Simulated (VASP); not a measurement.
Write the native input for VASP 6.6.1 that does the following.

- Task: single point
- Functional: PBEsol
- Potentials or basis: VASP PAW PBE potentials, release 64 (Al)
- Cutoff: 520 eV
- k mesh: 13 × 13 × 13
- Occupations: fermi-dirac, width 0.1 eV
- Spin: no spin polarisation
- Dipole correction: no
- Further INCAR settings: ALGO = Normal; EDIFF = 1e-07; NBANDS = 8

The structure of Al lies in POSCAR:

```
Al
1.0
   -1.6052389603      1.6052389603      1.6052389603
    1.6052389603     -1.6052389603      1.6052389603
    1.6052389603      1.6052389603     -1.6052389603
Al
1
Direct
    0.0000000000      0.0000000000      0.0000000000
```

These files were run (other wordings do the same):

INCAR

```
PREC     = Accurate       # precision mode
ENCUT    = 520            # plane-wave cutoff, eV
EDIFF    = 1E-7           # SCF threshold, eV
ISMEAR   = -1             # smearing method
SIGMA    = 0.1            # smearing width, eV
LREAL    = False          # projectors in reciprocal space
LASPH    = True           # aspherical terms in the spheres
NELM     = 60             # most SCF steps
ALGO     = Normal         # electronic algorithm
ISIF     = 2              # what is computed and relaxed
LWAVE    = False          # write WAVECAR
LCHARG   = True           # write CHGCAR
GGA      = PS             # functional
LELF     = True           # ELF
LVHAR    = True         
NBANDS   = 8              # bands
```

KPOINTS

```
Automatic mesh
0
Gamma
  13 13 13
```

Potentials or basis: VASP PAW PBE potentials, release 64 (Al).

Command:

```sh
$ cat potpaw_PBE.64/Al/POTCAR > POTCAR
$ mpirun -np 1 vasp_std > vasp.out
```

Results of the run:

| Item | Value |
| --- | --- |
| Pressure | 0.0 GPa |

Caveat: the PAW data sets were made with another functional, which shifts forces and pressure a little.

Wall time 5.4 s on 1 thread of Intel(R) Xeon(R) Platinum 8488C (Sapphire Rapids), on a shared host, peak memory 0.13 GiB.
